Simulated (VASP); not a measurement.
# Si3BTe2 (Pmm2) in VASP: single point with PBE

Aim: the single point of Si3BTe2 with PBE.

All numbers are computed with VASP 6.6.1; they aren't measurements. Logs are shortened: lines on timing, memory, paths and dates and some standing lists are left out, and cuts for length are marked.

**1. The cell of the first run**

Symmetry: Pmm2, No. 25, orthorhombic system. The conventional cell has a = 3.549 Å, b = 3.711 Å, c = 11.305 Å, α = 90.00°, β = 90.00°, γ = 90.00°. Si (site symmetry mm2) has 2 B at 2.11 Å and 2 Si at 2.33 Å within 2.8 Å. Si (site symmetry mm2) has 2 Si at 2.33 Å and 2 Te at 2.53 Å within 3.1 Å. Si (site symmetry mm2) has 2 B at 2.05 Å and 2 Te at 2.58 Å within 2.7 Å. B (site symmetry mm2) has 4 Si at 2.05 to 2.11 Å within 2.7 Å. Within 3.4 Å of Te (site symmetry mm2) lie 2 Si at 2.58 Å. Within 3.3 Å of Te (site symmetry mm2) lie 2 Si at 2.53 Å.

**2. Single point, PBE**

File INCAR:

```
SYSTEM = Si3BTe2
PREC     = Accurate       ! precision mode
ENCUT    = 520            ! plane-wave cutoff, eV
EDIFF    = 1E-7           ! SCF threshold, eV
ISMEAR   = 0              ! smearing method
SIGMA    = 0.1            ! smearing width, eV
LREAL    = .FALSE.        ! projectors in reciprocal space
LASPH    = .TRUE.         ! aspherical terms in the spheres
NELM     = 80             ! most SCF steps
ALGO     = Normal         ! electronic algorithm
ISIF     = 2              ! what is computed and relaxed
LWAVE    = .FALSE.        ! write WAVECAR
LCHARG   = .TRUE.         ! write CHGCAR
GGA      = PE             ! functional
LELF     = .TRUE.         ! ELF
LVHAR    = .TRUE.       
NBANDS   = 22             ! bands
```

File KPOINTS:

```
regular mesh
0
G
  10 10 4
  0 0 0
```

File POSCAR:

```
Si3BTe2
1.0
    3.5486804335      0.0000000000      0.0000000000
    0.0000000000      3.7113124490      0.0000000000
    0.0000000000      0.0000000000     11.3045968717
Si B Te
3 1 2
Direct
    0.5000000000      0.0000000000      0.9684647303
    0.0000000000      0.0000000000      0.8354444181
    0.0000000000      0.5000000000      0.1484794071
    0.5000000000      0.5000000000      0.0574288842
    0.0000000000      0.0000000000      0.3074735148
    0.0000000000      0.5000000000      0.6827090456
```

Potentials or basis: VASP PAW PBE potentials, release 64 (Si, B, Te).

On the command line:

```console
$ cat potpaw_PBE.64/Si/POTCAR potpaw_PBE.64/B/POTCAR potpaw_PBE.64/Te/POTCAR > POTCAR
$ mpirun -np 1 vasp_std > vasp.out
```

OUTCAR:

```text
SYSTEM = Si3BTe2
   PREC = Accurate
   ENCUT = 520
   EDIFF = 1E-7
   ISMEAR = 0
   LREAL = .FALSE.
   LASPH = .TRUE.
   NELM = 80
   ISIF = 2
   GGA = PE

 ion  position               nearest neighbor table
   1  0.500  0.000  0.968-   4 2.11   4 2.11   2 2.33   2 2.33
   2  0.000  0.000  0.835-   1 2.33   1 2.33   6 2.53   6 2.53
   3  0.000  0.500  0.148-   4 2.05   4 2.05   5 2.58   5 2.58
   4  0.500  0.500  0.057-   3 2.05   3 2.05   1 2.11   1 2.11
   5  0.000  0.000  0.307-   3 2.58   3 2.58
   6  0.000  0.500  0.683-   2 2.53   2 2.53

  LATTYP: Found a simple orthorhombic cell.
 ALAT       =     3.5486804335
 B/A-ratio  =     1.0458288703
 C/A-ratio  =     3.1855775924

  Lattice vectors:

 A1 = (   3.5486804335,   0.0000000000,   0.0000000000)
 A2 = (   0.0000000000,   3.7113124490,   0.0000000000)
 A3 = (   0.0000000000,   0.0000000000,  11.3045968717)

Analysis of symmetry for initial positions (statically):
=====================================================================
 Subroutine PRICEL returns:
 Original cell was already a primitive cell.

 Routine SETGRP: Setting up the symmetry group for a
 simple orthorhombic supercell.

 Subroutine GETGRP returns: Found  4 space group operations
 (whereof  4 operations were pure point group operations)
 out of a pool of  8 trial point group operations.

The static configuration has the point symmetry C_2v.

Analysis of symmetry for dynamics (positions and initial velocities):
=====================================================================
 Subroutine PRICEL returns:
 Original cell was already a primitive cell.

 Routine SETGRP: Setting up the symmetry group for a
 simple orthorhombic supercell.

 Subroutine GETGRP returns: Found  4 space group operations
 (whereof  4 operations were pure point group operations)
 out of a pool of  8 trial point group operations.

The dynamic configuration has the point symmetry C_2v.

 Subroutine INISYM returns: Found  4 space group operations
 (whereof  4 operations are pure point group operations),
 and found     1 'primitive' translations

----------------------------------------------------------------------------------------

                                     Primitive cell

  volume of cell :     148.8845

  direct lattice vectors                    reciprocal lattice vectors
     3.548680433  0.000000000  0.000000000     0.281794887  0.000000000  0.000000000
     0.000000000  3.711312449  0.000000000     0.000000000  0.269446460  0.000000000
     0.000000000  0.000000000 11.304596872     0.000000000  0.000000000  0.088459590

  length of vectors
     3.548680433  3.711312449 11.304596872     0.281794887  0.269446460  0.088459590

  position of ions in fractional coordinates (direct lattice)
     0.500000000  0.000000000  0.968464730
     0.000000000  0.000000000  0.835444418
     0.000000000  0.500000000  0.148479407
     0.500000000  0.500000000  0.057428884
     0.000000000  0.000000000  0.307473515
     0.000000000  0.500000000  0.682709046

  ion indices of the primitive-cell ions
   primitive index   ion index
                 1           1
                 2           2
                 3           3
                 4           4
                 5           5
                 6           6

----------------------------------------------------------------------------------------

 KPOINTS: regular mesh

Automatic generation of k-mesh.
 Grid dimensions read from file:
 generate k-points for:   10   10    4

 Generating k-lattice:

  Cartesian coordinates                     Fractional coordinates (reciprocal lattice)
     0.028179489  0.000000000  0.000000000     0.100000000  0.000000000  0.000000000
     0.000000000  0.026944646  0.000000000     0.000000000  0.100000000  0.000000000
     0.000000000  0.000000000  0.022114897     0.000000000  0.000000000  0.250000000

  Length of vectors
     0.028179489  0.026944646  0.022114897

  Shift w.r.t. Gamma in fractional coordinates (k-lattice)
     0.000000000  0.000000000  0.000000000

 Subroutine IBZKPT returns following result:
 ===========================================

 Found    108 irreducible k-points:

 Following reciprocal coordinates:
            Coordinates               Weight
  0.000000  0.000000  0.000000      1.000000
  0.100000  0.000000  0.000000      2.000000
  0.200000  0.000000  0.000000      2.000000
  0.300000  0.000000  0.000000      2.000000
  0.400000  0.000000  0.000000      2.000000
  0.500000  0.000000  0.000000      1.000000
[... 16 lines left out ...]
  0.400000  0.300000  0.000000      4.000000
  0.500000  0.300000  0.000000      2.000000
 [... further k-points ...]
   k-points           NKPTS =    108   k-points in BZ     NKDIM =    108   number of bands    NBANDS=     22
   number of dos      NEDOS =    301   number of ions     NIONS =      6
   total plane-waves  NPLWV =  65856
   dimension x,y,z NGX =    28 NGY =   28 NGZ =   84
   dimension x,y,z NGXF=    56 NGYF=   56 NGZF=  168
   ions per type =               3   1   2
   NGX,Y,Z   is equivalent  to a cutoff of  13.12, 12.54, 12.35 a.u.
   NGXF,Y,Z  is equivalent  to a cutoff of  26.23, 25.08, 24.71 a.u.
 SYSTEM =  Si3BTe2
   PREC   = accura    normal or accurate (medium, high low for compatibility)
   ISTART =      0    job   : 0-new  1-cont  2-samecut
   ICHARG =      2    charge: 1-file 2-atom 10-const
   ISPIN  =      1    spin polarized calculation?
   LNONCOLLINEAR =      F non collinear calculations
   LSORBIT =      F    spin-orbit coupling
   LASPH  =      T    aspherical Exc in radial PAW
   ENCUT  =  520.0 eV  38.22 Ry    6.18 a.u.   6.60  6.90 21.02*2*pi/ulx,y,z
   NELM   =     80;   NELMIN=  2; NELMDL= -5     # of ELM steps
   EDIFF  = 0.1E-06   stopping-criterion for ELM
   LREAL  =      F    real-space projection
   EDIFFG = 0.1E-05   stopping-criterion for IOM
   NSW    =      0    number of steps for IOM
   IBRION =     -1    ionic relax: 0-MD 1-quasi-New 2-CG
   NFREE  =      0    steps in history (QN), initial steepest desc. (CG)
   ISIF   =      2    stress and relaxation
   ISYM   =      2    0-nonsym 1-usesym 2-fastsym
   POTIM  = 0.5000    time-step for ionic-motion
   TEBEG  =    0.0;   TEEND  =   0.0 temperature during run
   PSTRESS=    0.0 pullay stress
   NELECT =      27.0000    total number of electrons
   NUPDOWN=      -1.0000    fix difference up-down
   EMIN   =  10.00;   EMAX   =-10.00  energy-range for DOS
   EFERMI =   0.00;   METHOD = LEGACY
   ISMEAR =     0;   SIGMA  =   0.10  broadening in eV -4-tet -1-fermi 0-gaus
   EFERMI_NEDOS =   21; number of points for ismear=-14 and -15
   IALGO  =     38    algorithm
   IMIX   =      4    mixing-type and parameters
     AMIX     =   0.40;   BMIX     =  1.00
     AMIX_MAG =   1.60;   BMIX_MAG =  1.00
  volume/ion in A,a.u.               =      24.81       167.45
  Fermi-wavevector in a.u.,A,eV,Ry     =   0.926644  1.751103 11.682903  0.858669
  Thomas-Fermi vector in A             =   2.052629
   LORBIT       =      0    0 simple, 1 ext, 2 COOP (PROOUT), +10 PAW based schemes
   GGA     = PE    functional components
   LHFCALC =     F    Hartree Fock is set to
   AEXX    =    0.0000 exact exchange contribution
   IVDW    =     0    specifies the selected vdW correction
   LEPSILON=     F    determine dielectric tensor
   LRPA    =     F    only Hartree local field effects (RPA)
 non-spin polarized calculation
 Gauss-broadening in eV      SIGMA  =   0.10
  energy-cutoff  :      520.00
  volume of cell :      148.88
 maximum number of plane-waves:      4034
 NGX is ok and might be reduce to    28
   NGX = 13   NGY = 13   NGZ = 43

 number of electron      27.0000002 magnetization

 Free energy of the ion-electron system (eV)
  ---------------------------------------------------
  ext. energy  EPLUGINS =         0.00000000
  ---------------------------------------------------
  free energy    TOTEN  =       -28.95510949 eV

  energy without entropy =      -28.94730488  energy(sigma->0) =      -28.95120718

 E-fermi :   5.1679     XC(G=0):  -8.7727

 val. band max:        5.1656766765   @ k =   0.1000   0.1000   0.5000
 cond. band min:       5.1870479021   @ k =   0.1000   0.3000   0.0000
 fundamental gap:      0.0213712256
 Fermi energy:         5.1678916272

 k-point     1 :       0.0000    0.0000    0.0000
  band No.  band energies     occupation
      1      -8.2238      2.00000
      2      -7.7410      2.00000
      3      -5.9001      2.00000
      4      -3.3120      2.00000
      5      -0.5260      2.00000
      6       2.0014      2.00000
[... 14 lines left out ...]
     21       9.2567      0.00000
     22       9.6072      0.00000

 k-point     2 :       0.1000    0.0000    0.0000
  band No.  band energies     occupation
      1      -8.1495      2.00000
      2      -7.6671      2.00000
      3      -5.8129      2.00000
      4      -3.2176      2.00000
      5      -0.5347      2.00000
      6       1.8106      2.00000
[... 14 lines left out ...]
     21       9.4166      0.00000
     22       9.5193      0.00000

 k-point     3 :       0.2000    0.0000    0.0000
  band No.  band energies     occupation
      1      -7.9408      2.00000
      2      -7.4583      2.00000
      3      -5.5592      2.00000
      4      -2.9409      2.00000
      5      -0.7638      2.00000
      6       1.0193      2.00000
[... 14 lines left out ...]
     21       9.7210      0.00000
     22      10.5790      0.00000

 k-point     4 :       0.3000    0.0000    0.0000
  band No.  band energies     occupation
      1      -7.6475      2.00000
      2      -7.1600      2.00000
      3      -5.1674      2.00000
      4      -2.5064      2.00000
      5      -1.5507      2.00000
      6       0.3104      2.00000
[... 14 lines left out ...]
     21      10.1605      0.00000
     22      10.5786      0.00000

 k-point     5 :       0.4000    0.0000    0.0000
  band No.  band energies     occupation
      1      -7.3712      2.00000
      2      -6.8701      2.00000
      3      -4.7101      2.00000
      4      -2.4713      2.00000
      5      -1.9391      2.00000
      6      -0.6096      2.00000
[... 14 lines left out ...]
     21       9.8172      0.00000
     22       9.9527      0.00000

 k-point     6 :       0.5000    0.0000    0.0000
  band No.  band energies     occupation
      1      -7.2535      2.00000
      2      -6.7423      2.00000
      3      -4.4387      2.00000
      4      -2.9076      2.00000
      5      -1.4414      2.00000
      6      -1.2178      2.00000
[... 14 lines left out ...]
     21       9.6842      0.00000
     22       9.9636      0.00000

 k-point     7 :       0.0000    0.1000    0.0000
  band No.  band energies     occupation
      1      -8.1328      2.00000
      2      -7.6520      2.00000
      3      -5.8314      2.00000
      4      -3.3335      2.00000
      5      -0.5248      2.00000
      6       1.3051      2.00000
[... 324 lines left out ...]
      6      -0.1137      2.00000
[... 14 lines left out ...]
     21      10.0457      0.00000
     22      10.8505      0.00000

 k-point    21 :       0.2000    0.3000    0.0000
  band No.  band energies     occupation
      1      -7.1756      2.00000
      2      -6.7128      2.00000
      3      -5.0307      2.00000
      4      -3.4743      2.00000
      5      -1.3079      2.00000
      6       0.0413      2.00000
[... 14 lines left out ...]
     21      10.3668      0.00000
     22      10.8823      0.00000

 k-point    22 :       0.3000    0.3000    0.0000
  band No.  band energies     occupation
      1      -6.8919      2.00000
      2      -6.4214      2.00000
      3      -4.6028      2.00000
      4      -3.0246      2.00000
      5      -1.4970      2.00000
      6      -0.1134      2.00000
[... 14 lines left out ...]
     21      10.3442      0.00000
     22      11.0168      0.00000

 k-point    23 :       0.4000    0.3000    0.0000
  band No.  band energies     occupation
      1      -6.6266      2.00000
      2      -6.1421      2.00000
      3      -4.0594      2.00000
      4      -2.4726      2.00000
      5      -2.1616      2.00000
      6      -0.6342      2.00000
[... 14 lines left out ...]
     21       9.6539      0.00000
     22      11.0814      0.00000

 k-point    24 :       0.5000    0.3000    0.0000
  band No.  band energies     occupation
      1      -6.5143      2.00000
      2      -6.0209      2.00000
      3      -3.6597      2.00000
      4      -2.7108      2.00000
      5      -2.0160      2.00000
      6      -1.1060      2.00000
[... 14 lines left out ...]
     21       9.3394      0.00000
     22      10.8424      0.00000

 [... further k-points ...]

------------------------ aborting loop because EDIFF is reached ----------------------------------------

  FORCE on cell =-STRESS in cart. coord.  units (eV):
  Direction    XX          YY          ZZ          XY          YZ          ZX
  --------------------------------------------------------------------------------------
  -------------------------------------------------------------------------------------
  Total        0.0067057      0.0328913      0.0900185      0.0000000      0.0000000      0.0000000
  in kB        0.0721615      0.3539500      0.9687078      0.0000000      0.0000000      0.0000000
  external PRESSURE =       0.4649398 kB  Pullay stress =       0.0000000 kB

 VOLUME and BASIS-vectors are now :
 -----------------------------------------------------------------------------
  energy-cutoff  :      520.00
  volume of cell :      148.88
      direct lattice vectors                 reciprocal lattice vectors
     3.548680433  0.000000000  0.000000000     0.281794887  0.000000000  0.000000000
     0.000000000  3.711312449  0.000000000     0.000000000  0.269446460  0.000000000
     0.000000000  0.000000000 11.304596872     0.000000000  0.000000000  0.088459590

 POSITION                                       TOTAL-FORCE (eV/Angst)
 -----------------------------------------------------------------------------------
      1.77434      0.00000     10.94810         0.000000      0.000000     -0.010257
      0.00000      0.00000      9.44436         0.000000      0.000000      0.033292
      0.00000      1.85566      1.67850         0.000000      0.000000     -0.018131
      1.77434      1.85566      0.64921         0.000000      0.000000      0.000104
      0.00000      0.00000      3.47586         0.000000      0.000000      0.021815
      0.00000      1.85566      7.71775         0.000000      0.000000     -0.026823
 -----------------------------------------------------------------------------------
    total drift:                                0.000000      0.000000      0.000114

  FREE ENERGIE OF THE ION-ELECTRON SYSTEM (eV)
  ---------------------------------------------------
  free  energy   TOTEN  =       -28.9551094866 eV

  energy  without entropy=      -28.9473048756  energy(sigma->0) =      -28.95120718
```

It took 8.9 min on 1 thread of Intel Xeon 8259CL, shared host; peak memory 0.48 GiB.

What came out:

```yaml
Free_energy: -28.9551 eV
Pressure: 0.0 GPa
Largest_force: 0.033 eV/Å
Band_gap_on_the_k_mesh: zero (an odd number of electrons rules out a gap without spin polarisation)
```

Forces on the atoms (eV/Å):
```
Si   0.000  0.000 -0.010
Si   0.000  0.000  0.033
Si   0.000  0.000 -0.018
B    0.000  0.000  0.000
Te   0.000  0.000  0.022
Te   0.000  0.000 -0.027
```

Caveat: spin-orbit coupling is left out, which moves the levels of the heavy elements; this functional lacks dispersion, which binds the layers, so the pressure and a relaxed spacing across them are unreliable.
